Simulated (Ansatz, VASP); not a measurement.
One calculation of PbSe, two programs

File INCAR:

```
SYSTEM = PbSe
PREC = Accurate ; ENCUT = 500
EDIFF = 1E-6 ; ISMEAR = -1
SIGMA = 0.02 ; LREAL = .FALSE.
LASPH = .TRUE. ; NELM = 120
ALGO = Normal ; ISIF = 2
LWAVE = .FALSE. ; LCHARG = .TRUE.
GGA = PE ; LELF = .TRUE.
LVHAR = .TRUE. ; NBANDS = 17
GGA_COMPAT = .FALSE.
```

File KPOINTS:

```
Automatic mesh
0
G
  8 8 8
  0 0 0
```

File POSCAR:

```
PbSe
1.0
   -0.0205913481      3.0681108710      3.0681108710
    3.0681108710     -0.0205913481      3.0681108710
    3.0681108710      3.0681108710     -0.0205913481
Pb Se
1 1
Direct
    0.0000000000      0.0000000000      0.0000000000
    0.5000000000      0.5000000000      0.5000000000
```

Input for Ansatz:

```yaml
crystal:
  lattice:
    - [-0.0205913481, 3.068110871, 3.068110871]
    - [3.068110871, -0.0205913481, 3.068110871]
    - [3.068110871, 3.068110871, -0.0205913481]
  atoms:
    - { symbol: Pb, position: [0.0, 0.0, 0.0] }
    - { symbol: Se, position: [0.5, 0.5, 0.5] }
kpoints:
  mp_grid: { grid: [8, 8, 8] }
  band_path:
    path:
      - [0.0, 0.0, 0.0]
      - [0.5, 0.0, 0.5]
      - [0.625, 0.25, 0.625]
      - [0.375, 0.375, 0.75]
      - [0.5, 0.5, 0.5]
      - [0.5, 0.25, 0.75]
      - [0.0, 0.0, 0.5]
    npoints: 1
hamiltonian:
  xc: pbe
scf:
  occupations: { method: fermi_dirac, width: 0.02 }
  n_extra_bands: 4
output:
  forces: true
  stress: true
  eigenvalues: true
```

Change from the starting cell: shear_111 strain -1.0%.

Alike in both runs: task single point; functional PBE; k mesh 8 × 8 × 8; occupations fermi-dirac, width 0.02 eV; no spin polarisation.

|  | VASP | Ansatz |
| --- | --- | --- |
| version | VASP 6.6.1 | Ansatz 0.2.0 |
| potentials or method | VASP PAW PBE potentials, release 64 (Pb_d, Se) | plane waves, PAW |
| plane-wave cutoff (eV) | 500 | 420 |
| valence electrons in the cell | 20 | 30 |

Ansatz gave:

| Property | Result |
| --- | --- |
| pressure (GPa) | 1.5 |
| traceless stress, the component that is largest in VASP (GPa) | 0.11 |

Problem. Which values does VASP return?

Solution. Pressure (GPa): 1.4; traceless stress, the component that is largest in VASP (GPa): 0.11.

VASP's potentials hold 20 valence electrons a cell and Ansatz's 30, so a difference there can come from the potentials and not from the codes.

Neither program's run includes spin-orbit coupling.
